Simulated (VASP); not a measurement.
Here is a VASP 6.6.1 calculation.

Contents of POSCAR:

```
MnRh
1.0
    3.0510000000      0.0000000000      0.0000000000
    0.0000000000      3.0510000000      0.0000000000
    0.0000000000      0.0000000000      3.0510000000
Rh Mn
1 1
Direct
    0.5000000000      0.5000000000      0.5000000000
    0.0000000000      0.0000000000      0.0000000000
```

INCAR.step1

```
ALGO = Normal ; EDIFF = 1E-4
ENCUT = 520 ; GGA = PE
ISMEAR = -1 ; ISPIN = 2
ISYM = 0 ; LASPH = True
LCHARG = False ; LMAXMIX = 4
LREAL = False ; LWAVE = True
MAGMOM = 1 -4.5 ; NBANDS = 25
NELM = 150 ; PREC = Accurate
SIGMA = 0.1
```

INCAR.step2

```
ALGO = Normal ; EDIFF = 1E-6
ENCUT = 520 ; ISIF = 2
ISMEAR = -1 ; ISPIN = 2
ISTART = 1 ; ISYM = 0
LASPH = True ; LCHARG = False
LMAXMIX = 4 ; LMIXTAU = True
LORBIT = 11 ; LREAL = False
LWAVE = False ; MAGMOM = 1 -4.5
METAGGA = R2SCAN ; NBANDS = 25
NELM = 150 ; PREC = Accurate
SIGMA = 0.1
```

KPOINTS

```
k-points
0
Gamma
  8 8 8
```

Potentials or basis: VASP PAW PBE potentials, release 64 (Rh_pv, Mn_pv).

Launch:

```console
$ cat potpaw_PBE.64/Rh_pv/POTCAR potpaw_PBE.64/Mn_pv/POTCAR > POTCAR
$ cp INCAR.step1 INCAR
$ mpirun -np 1 vasp_std > vasp.out
$ cp INCAR.step2 INCAR
$ mpirun -np 1 vasp_std > vasp.out
```

(1) Predict the pressure.

(2) What does it give for the site moments?

(3) Predict the net moment.

## Answers

(1) -3.0 GPa.

(2) Rh -0.45; Mn -3.82 μB.

(3) -4.32 μB per cell.

Caveat: the cell stands under tension; the PAW data sets were made with another functional, which shifts forces and pressure a little.
